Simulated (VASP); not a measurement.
## ZrAl2N3: single point with PBE

Crystal: ZrAl2N3.

```xyz
12
Lattice="2.9742 0.0000 0.0000 -1.4871 2.5758 0.0000 0.0000 0.0000 15.8188" Properties=species:S:1:pos:R:3 pbc="T T T"
Zr    0.0000    1.7172   11.8641
Zr    1.4871    0.8586    3.9547
Al    0.0000    1.7172    1.2715
Al    0.0000    1.7172    6.6379
Al    1.4871    0.8586   14.5473
Al    1.4871    0.8586    9.1809
N     0.0000    0.0000   10.3962
N     0.0000    0.0000    0.0000
N     0.0000    0.0000    5.4226
N     0.0000    0.0000   13.3320
N     0.0000    0.0000    2.4868
N     0.0000    0.0000    7.9094
```

| Property | Result |
| --- | --- |
| Program | VASP 6.6.1 |
| Task | single point |
| Functional | PBE |
| Potentials or basis | VASP PAW PBE potentials, release 64 (Zr_sv, Al, N) |
| Cutoff | 520 eV |
| k mesh | 12 × 12 × 4 |
| Occupations | gaussian, width 0.1 eV |
| Spin | no spin polarisation |
| Dipole correction | no |
| Further INCAR settings | ALGO = Normal; EDIFF = 1e-06; NBANDS = 45 |

```json
{
 "Pressure": "0.0 GPa",
 "Largest force": "0.026 eV/Å",
 "Band gap on the k mesh": "zero (bands 33 and 34 overlap by 1.19 eV)"
}
```

Forces on the atoms (eV/Å):
```
Zr   0.000  0.000  0.000
Zr   0.000  0.000  0.000
Al   0.000  0.000  0.002
Al   0.000  0.000 -0.002
Al   0.000  0.000 -0.002
Al   0.000  0.000  0.002
N    0.000  0.000 -0.026
N    0.000  0.000  0.000
N    0.000  0.000  0.026
N    0.000  0.000  0.026
N    0.000  0.000 -0.026
N    0.000  0.000  0.000
```

Levels at points of the mesh, in eV from the Fermi level:
| k point | band 29 | band 30 | band 31 | band 32 | band 33 | band 34 | band 35 | band 36 | band 37 | band 38 |
| --- | --- | --- | --- | --- | --- | --- | --- | --- | --- | --- |
| (0.00, 0.00, 0.00) | -1.64 | -1.46 | -1.46 | -1.16 | 0.14 | 1.29 | 2.11 | 2.36 | 2.84 | 2.84 |
| (0.50, 0.00, 0.00) | -2.76 | -2.67 | -2.22 | -1.25 | -0.34 | 0.40 | 1.11 | 2.08 | 2.97 | 3.13 |
| (0.00, 0.00, 0.50) | -1.54 | -1.54 | -1.54 | -1.54 | 0.86 | 0.86 | 2.20 | 2.20 | 2.88 | 2.88 |
| (0.50, 0.00, 0.50) | -2.38 | -2.38 | -1.98 | -1.98 | 0.13 | 0.13 | 1.48 | 1.48 | 3.16 | 3.16 |

Wall time 8.6 min on 1 thread of Intel Xeon 8259CL, on a shared host, peak memory 0.41 GiB.
